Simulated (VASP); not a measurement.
# AlN (P6_3/mmc) in VASP: further runs

AlN is run at these levels: PBEsol; tasks: single point.

Program: VASP 6.6.1. These are calculated values, not measurements. Logs are shortened: lines on timing, memory, paths and dates and some standing lists are left out, and cuts for length are marked.

## Step 1: The cell of the first run

The structure is hexagonal, space group P6_3/mmc (No. 194). The conventional cell has a = 3.284 Å, b = 3.284 Å, c = 4.185 Å, α = 90.00°, β = 90.00°, γ = 120.00°. Within 2.5 Å of Al (site symmetry -6m2) lie 5 N at 1.90 to 2.09 Å. Within 2.5 Å of N (site symmetry -6m2) lie 5 Al at 1.90 to 2.09 Å.

## Step 2: Single point, PBEsol (volume 9.770 Å^3 an atom, c/a of the conventional cell 1.2743)

The input, INCAR:

```
SYSTEM = AlN
PREC = Accurate
ENCUT = 520
EDIFF = 1E-6
ISMEAR = 0
SIGMA = 0.05
LREAL = .FALSE.
LASPH = .TRUE.
NELM = 60
ALGO = Normal
ISIF = 2
LWAVE = .FALSE.
LCHARG = .FALSE.
GGA = PS
NBANDS = 16
```

The input, KPOINTS:

```
Automatic mesh
0
G
  9 9 6
  0 0 0
```

The input, POSCAR:

```
AlN
1.0
    3.2838150587      0.0000000000      0.0000000000
   -1.6419075294      2.8438672621      0.0000000000
    0.0000000000      0.0000000000      4.1845655293
Al N
2 2
Direct
    0.3333333333      0.6666666667      0.7500000000
    0.6666666667      0.3333333333      0.2500000000
    0.3333333333      0.6666666667      0.2500000000
    0.6666666667      0.3333333333      0.7500000000
```

Potentials or basis: VASP PAW PBE potentials, release 64 (Al, N).

Run with:

```bash
cat potpaw_PBE.64/Al/POTCAR potpaw_PBE.64/N/POTCAR > POTCAR
mpirun -np 1 vasp_std > vasp.out
```

OUTCAR:

```text
SYSTEM = AlN
   PREC = Accurate
   ENCUT = 520
   EDIFF = 1E-6
   ISMEAR = 0
   LREAL = .FALSE.
   LASPH = .TRUE.
   NELM = 60
   ISIF = 2
   GGA = PS

 ion  position               nearest neighbor table
   1  0.333  0.667  0.750-   4 1.90   4 1.90   4 1.90   3 2.09   3 2.09   2 2.82   2 2.82   2 2.82
                             2 2.82   2 2.82   2 2.82
   2  0.667  0.333  0.250-   3 1.90   3 1.90   3 1.90   4 2.09   4 2.09   1 2.82   1 2.82   1 2.82
                             1 2.82   1 2.82   1 2.82
   3  0.333  0.667  0.250-   2 1.90   2 1.90   2 1.90   1 2.09   1 2.09
   4  0.667  0.333  0.750-   1 1.90   1 1.90   1 1.90   2 2.09   2 2.09

  LATTYP: Found a hexagonal cell.
 ALAT       =     3.2838150587
 C/A-ratio  =     1.2743000000

  Lattice vectors:

 A1 = (   3.2838150587,   0.0000000000,   0.0000000000)
 A2 = (  -1.6419075294,   2.8438672621,   0.0000000000)
 A3 = (   0.0000000000,   0.0000000000,   4.1845655293)

Analysis of symmetry for initial positions (statically):
=====================================================================
 Subroutine PRICEL returns:
 Original cell was already a primitive cell.

 Routine SETGRP: Setting up the symmetry group for a
 hexagonal supercell.

 Subroutine GETGRP returns: Found 24 space group operations
 (whereof 12 operations were pure point group operations)
 out of a pool of 24 trial point group operations.

The static configuration has the point symmetry D_3d.
 The point group associated with its full space group is D_6h.

Analysis of symmetry for dynamics (positions and initial velocities):
=====================================================================
 Subroutine PRICEL returns:
 Original cell was already a primitive cell.

 Routine SETGRP: Setting up the symmetry group for a
 hexagonal supercell.

 Subroutine GETGRP returns: Found 24 space group operations
 (whereof 12 operations were pure point group operations)
 out of a pool of 24 trial point group operations.

The dynamic configuration has the point symmetry D_3d.
 The point group associated with its full space group is D_6h.

 Subroutine INISYM returns: Found 24 space group operations
 (whereof 12 operations are pure point group operations),
 and found     1 'primitive' translations

----------------------------------------------------------------------------------------

                                     Primitive cell

  volume of cell :      39.0785

  direct lattice vectors                    reciprocal lattice vectors
     3.283815059  0.000000000  0.000000000     0.304523849  0.175816926  0.000000000
    -1.641907529  2.843867262  0.000000000     0.000000000  0.351633852  0.000000000
     0.000000000  0.000000000  4.184565529     0.000000000  0.000000000  0.238973435

  length of vectors
     3.283815059  3.283815059  4.184565529     0.351633852  0.351633852  0.238973435

  position of ions in fractional coordinates (direct lattice)
     0.333333333  0.666666667  0.750000000
     0.666666667  0.333333333  0.250000000
     0.333333333  0.666666667  0.250000000
     0.666666667  0.333333333  0.750000000

  ion indices of the primitive-cell ions
   primitive index   ion index
                 1           1
                 2           2
                 3           3
                 4           4

----------------------------------------------------------------------------------------

 KPOINTS: Automatic mesh

Automatic generation of k-mesh.
 Grid dimensions read from file:
 generate k-points for:    9    9    6

 Generating k-lattice:

  Cartesian coordinates                     Fractional coordinates (reciprocal lattice)
     0.033835983  0.019535214  0.000000000     0.111111111  0.000000000  0.000000000
     0.000000000  0.039070428  0.000000000     0.000000000  0.111111111  0.000000000
     0.000000000  0.000000000  0.039828906     0.000000000  0.000000000  0.166666667

  Length of vectors
     0.039070428  0.039070428  0.039828906

  Shift w.r.t. Gamma in fractional coordinates (k-lattice)
     0.000000000  0.000000000  0.000000000

 Subroutine IBZKPT returns following result:
 ===========================================

 Found     48 irreducible k-points:

 Following reciprocal coordinates:
            Coordinates               Weight
  0.000000  0.000000  0.000000      1.000000
  0.111111  0.000000  0.000000      6.000000
  0.222222  0.000000  0.000000      6.000000
  0.333333  0.000000  0.000000      6.000000
  0.444444  0.000000  0.000000      6.000000
  0.111111  0.111111  0.000000      6.000000
[... 16 lines left out ...]
  0.333333  0.222222  0.166667     24.000000
  0.333333  0.333333  0.166667      4.000000
 [... further k-points ...]
   k-points           NKPTS =     48   k-points in BZ     NKDIM =     48   number of bands    NBANDS=     16
   number of dos      NEDOS =    301   number of ions     NIONS =      4
   total plane-waves  NPLWV =  18432
   dimension x,y,z NGX =    24 NGY =   24 NGZ =   32
   dimension x,y,z NGXF=    48 NGYF=   48 NGZF=   64
   ions per type =               2   2
   NGX,Y,Z   is equivalent  to a cutoff of  12.15, 12.15, 12.71 a.u.
   NGXF,Y,Z  is equivalent  to a cutoff of  24.30, 24.30, 25.43 a.u.
 SYSTEM =  AlN
   PREC   = accura    normal or accurate (medium, high low for compatibility)
   ISTART =      0    job   : 0-new  1-cont  2-samecut
   ICHARG =      2    charge: 1-file 2-atom 10-const
   ISPIN  =      1    spin polarized calculation?
   LNONCOLLINEAR =      F non collinear calculations
   LSORBIT =      F    spin-orbit coupling
   LASPH  =      T    aspherical Exc in radial PAW
   ENCUT  =  520.0 eV  38.22 Ry    6.18 a.u.   6.11  6.11  7.78*2*pi/ulx,y,z
   NELM   =     60;   NELMIN=  2; NELMDL= -5     # of ELM steps
   EDIFF  = 0.1E-05   stopping-criterion for ELM
   LREAL  =      F    real-space projection
   EDIFFG = 0.1E-04   stopping-criterion for IOM
   NSW    =      0    number of steps for IOM
   IBRION =     -1    ionic relax: 0-MD 1-quasi-New 2-CG
   NFREE  =      0    steps in history (QN), initial steepest desc. (CG)
   ISIF   =      2    stress and relaxation
   ISYM   =      2    0-nonsym 1-usesym 2-fastsym
   POTIM  = 0.5000    time-step for ionic-motion
   TEBEG  =    0.0;   TEEND  =   0.0 temperature during run
   PSTRESS=    0.0 pullay stress
   NELECT =      16.0000    total number of electrons
   NUPDOWN=      -1.0000    fix difference up-down
   EMIN   =  10.00;   EMAX   =-10.00  energy-range for DOS
   EFERMI =   0.00;   METHOD = LEGACY
   ISMEAR =     0;   SIGMA  =   0.05  broadening in eV -4-tet -1-fermi 0-gaus
   EFERMI_NEDOS =   21; number of points for ismear=-14 and -15
   IALGO  =     38    algorithm
   IMIX   =      4    mixing-type and parameters
     AMIX     =   0.40;   BMIX     =  1.00
     AMIX_MAG =   1.60;   BMIX_MAG =  1.00
  volume/ion in A,a.u.               =       9.77        65.93
  Fermi-wavevector in a.u.,A,eV,Ry     =   1.215632  2.297211 20.106153  1.477761
  Thomas-Fermi vector in A             =   2.351012
   LORBIT       =      0    0 simple, 1 ext, 2 COOP (PROOUT), +10 PAW based schemes
   GGA     = PS    functional components
   LHFCALC =     F    Hartree Fock is set to
   AEXX    =    0.0000 exact exchange contribution
   IVDW    =     0    specifies the selected vdW correction
   LEPSILON=     F    determine dielectric tensor
   LRPA    =     F    only Hartree local field effects (RPA)
 non-spin polarized calculation
 Gauss-broadening in eV      SIGMA  =   0.05
  energy-cutoff  :      520.00
  volume of cell :       39.08
 maximum number of plane-waves:      1074
   NGX = 13   NGY = 13   NGZ = 15

 number of electron      15.9999998 magnetization

 Free energy of the ion-electron system (eV)
  ---------------------------------------------------
  ext. energy  EPLUGINS =         0.00000000
  ---------------------------------------------------
  free energy    TOTEN  =       -30.94153033 eV

  energy without entropy =      -30.94153033  energy(sigma->0) =      -30.94153033

 E-fermi :   8.3376     XC(G=0): -11.4334

 val. band max:        8.0945020652   @ k =   0.0000   0.0000   0.0000
 cond. band min:      11.3951865203   @ k =   0.0000   0.0000   0.0000
 fundamental gap:      3.3006844551
 Fermi energy:         8.3375700724

 k-point     1 :       0.0000    0.0000    0.0000
  band No.  band energies     occupation
      1      -8.8395      2.00000
      2      -5.1203      2.00000
      3       1.0161      2.00000
      4       4.7541      2.00000
      5       4.7541      2.00000
      6       6.3990      2.00000
[... 8 lines left out ...]
     15      19.8315      0.00000
     16      19.9850      0.00000

 k-point     2 :       0.1111    0.0000    0.0000
  band No.  band energies     occupation
      1      -8.6943      2.00000
      2      -5.1119      2.00000
      3       1.1718      2.00000
      4       4.2349      2.00000
      5       4.5497      2.00000
      6       5.8994      2.00000
[... 8 lines left out ...]
     15      19.3836      0.00000
     16      19.7184      0.00000

 k-point     3 :       0.2222    0.0000    0.0000
  band No.  band energies     occupation
      1      -8.2777      2.00000
      2      -5.1345      2.00000
      3       1.6262      2.00000
      4       3.1142      2.00000
      5       4.1343      2.00000
      6       4.9818      2.00000
[... 8 lines left out ...]
     15      18.3936      0.00000
     16      20.4433      0.00000

 k-point     4 :       0.3333    0.0000    0.0000
  band No.  band energies     occupation
      1      -7.6589      2.00000
      2      -5.3059      2.00000
      3       2.0843      2.00000
      4       2.3264      2.00000
      5       3.7584      2.00000
      6       4.1763      2.00000
[... 8 lines left out ...]
     15      19.5149      0.00000
     16      20.9020      0.00000
[... 324 lines left out ...]
 k-point    22 :       0.2222    0.2222    0.1667
  band No.  band energies     occupation
      1      -7.1891      2.00000
      2      -5.5346      2.00000
      3       1.7083      2.00000
      4       2.0482      2.00000
      5       3.7566      2.00000
      6       4.2200      2.00000
[... 8 lines left out ...]
     15      19.9562      0.00000
     16      21.3083      0.00000

 k-point    23 :       0.3333    0.2222    0.1667
  band No.  band energies     occupation
      1      -6.6212      2.00000
      2      -5.8045      2.00000
      3       1.3862      2.00000
      4       2.1879      2.00000
      5       2.9539      2.00000
      6       4.7522      2.00000
[... 8 lines left out ...]
     15      19.7494      0.00000
     16      21.4492      0.00000

 k-point    24 :       0.3333    0.3333    0.1667
  band No.  band energies     occupation
      1      -6.1565      2.00000
      2      -6.1565      2.00000
      3       1.3833      2.00000
      4       2.4183      2.00000
      5       2.4183      2.00000
      6       4.9163      2.00000
[... 8 lines left out ...]
     15      19.2223      0.00000
     16      21.1767      0.00000

 [... further k-points ...]
[... 5 lines left out ...]
  --------------------------------------------------------------------------------------
  -------------------------------------------------------------------------------------
  Total        0.3850797      0.3850797     -0.4164524     -0.0000000      0.0000000      0.0000000
  in kB       15.7878418     15.7878418    -17.0740909     -0.0000000      0.0000000      0.0000000
  external PRESSURE =       4.8338642 kB  Pullay stress =       0.0000000 kB

 VOLUME and BASIS-vectors are now :
 -----------------------------------------------------------------------------
  energy-cutoff  :      520.00
  volume of cell :       39.08
      direct lattice vectors                 reciprocal lattice vectors
     3.283815059  0.000000000  0.000000000     0.304523849  0.175816926  0.000000000
    -1.641907529  2.843867262  0.000000000     0.000000000  0.351633852  0.000000000
     0.000000000  0.000000000  4.184565529     0.000000000  0.000000000  0.238973435

 POSITION                                       TOTAL-FORCE (eV/Angst)
 -----------------------------------------------------------------------------------
     -0.00000      1.89591      3.13842        -0.000000     -0.000000      0.000000
      1.64191      0.94796      1.04614         0.000000      0.000000      0.000000
     -0.00000      1.89591      1.04614        -0.000000      0.000000      0.000000
      1.64191      0.94796      3.13842         0.000000      0.000000      0.000000
 -----------------------------------------------------------------------------------
    total drift:                               -0.000000      0.000000     -0.000000

  FREE ENERGIE OF THE ION-ELECTRON SYSTEM (eV)
  ---------------------------------------------------
  free  energy   TOTEN  =       -30.9415303256 eV

  energy  without entropy=      -30.9415303256  energy(sigma->0) =      -30.94153033
```

It took 14 s on 1 thread of Intel Xeon Platinum 8259CL at 2.50GHz (Skylake/Cascade Lake), shared host; peak memory 0.16 GiB.

What came out:

```
Free energy            : -30.9415 eV
Pressure               : 0.5 GPa
Band gap on the k mesh : 3.30 eV, direct
```

Stress tensor (GPa, compression positive):
```
 1.58  0.00  0.00
 0.00  1.58  0.00
 0.00  0.00 -1.71
```

Levels at points of the mesh, in eV from the valence-band top:
```tsv
k point	band 5	band 6	band 7	band 8	band 9	band 10	band 11	band 12
(0.00, 0.00, 0.00)	-3.34	-1.70	-1.70	0.00	3.30	4.49	8.25	8.25
(0.00, 0.00, 0.50)	-2.56	-2.56	-2.56	-2.56	5.66	5.66	8.43	8.43
```

Caveat: the PAW data sets were made with another functional, which shifts forces and pressure a little.

## Step 3: Single point, PBEsol (volume 10.004 Å^3 an atom, c/a of the conventional cell 1.2144)

The input, INCAR:

```
  ALGO = Normal
  EDIFF = 1E-6
  ENCUT = 520
  GGA = PS
  ISIF = 2
  ISMEAR = 0
  LASPH = True
  LCHARG = False
  LREAL = False
  LWAVE = False
  NBANDS = 16
  NELM = 100
  PREC = Accurate
  SIGMA = 0.05
```

The input, KPOINTS:

```
k-points
0
Gamma
  9 9 6
```

The input, POSCAR:

```
AlN
1.0
    3.3634147781      0.0000000000      0.0000000000
   -1.6817073891      2.9128026413      0.0000000000
    0.0000000000      0.0000000000      4.0845309065
Al N
2 2
Direct
    0.3333333333      0.6666666667      0.7500000000
    0.6666666667      0.3333333333      0.2500000000
    0.3333333333      0.6666666667      0.2500000000
    0.6666666667      0.3333333333      0.7500000000
```

Potentials or basis: VASP PAW PBE potentials, release 64 (Al, N).

Run with:

```bash
cat potpaw_PBE.64/Al/POTCAR potpaw_PBE.64/N/POTCAR > POTCAR
mpirun -np 1 vasp_std > vasp.out
```

Wall time 65 s (1 thread of AMD EPYC 7R13, shared host); peak memory 0.14 GiB.

It converged, with:

```
Free energy            : -30.9119 eV
Pressure               : -5.2 GPa
Band gap on the k mesh : 3.26 eV, direct
```

Stress tensor (GPa, compression positive):
```
-7.47  0.00  0.00
 0.00 -7.47  0.00
 0.00  0.00 -0.76
```

Levels at points of the mesh, in eV from the valence-band top:
```csv
k point,band 6,band 7,band 8,band 9,band 10,band 11
"(0.00, 0.00, 0.00)",-1.35,-1.35,0.00,3.26,4.32,8.06
"(0.00, 0.00, 0.50)",-2.33,-2.33,-2.33,5.67,5.67,8.19
```

Caveat: the PAW data sets were made with another functional, which shifts forces and pressure a little.
